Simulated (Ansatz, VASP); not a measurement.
## One calculation of CdC2, two programs

```
Cd C
1.0
    -2.04937    2.04937    2.69344
     2.04937   -2.04937    2.69344
     2.04937    2.04937   -2.69344
Cd C
1 2
Direct
  0.00000 0.00000 0.00000
  0.61487 0.61487 0.00000
  0.38513 0.38513 0.00000
```

Alike in both runs: functional LDA; k mesh 8 × 8 × 8; no spin polarisation.

Ansatz relaxed the structure, and its values are those at the end. VASP's run is a single point on that final structure, the one shown.

|  | VASP | Ansatz |
| --- | --- | --- |
| version | VASP 6.6.1 | Ansatz 0.2.0 |
| potentials or method | VASP PAW LDA potentials, release 64 (Cd, C), cutoff 520 eV | scalar-relativistic, plane waves, PAW |
| occupations | gaussian, width 0.01 eV | fixed |
| valence electrons in the cell | 20 | 28 |

Ansatz gave:

| Quantity | Value |
| --- | --- |
| gap on the k mesh at the Fermi level (eV) | 3.26 |
| least direct gap on the mesh (eV) | 3.84 |
| pressure (GPa) | 0.0 |
| rms of the force components (eV/Å) | 0.000 |

Problem. What did VASP give for the same quantities?

Solution. gap on the k mesh at the Fermi level (eV): 3.28; least direct gap on the mesh (eV): 3.85; pressure (GPa): 1.0; rms of the force components (eV/Å): 0.024.

LDA's correlation is that of Perdew and Zunger in VASP and of Perdew and Wang (1992) in Ansatz. VASP's potentials hold 20 valence electrons a cell and Ansatz's 28, so a difference there can come from the potentials and not from the codes.
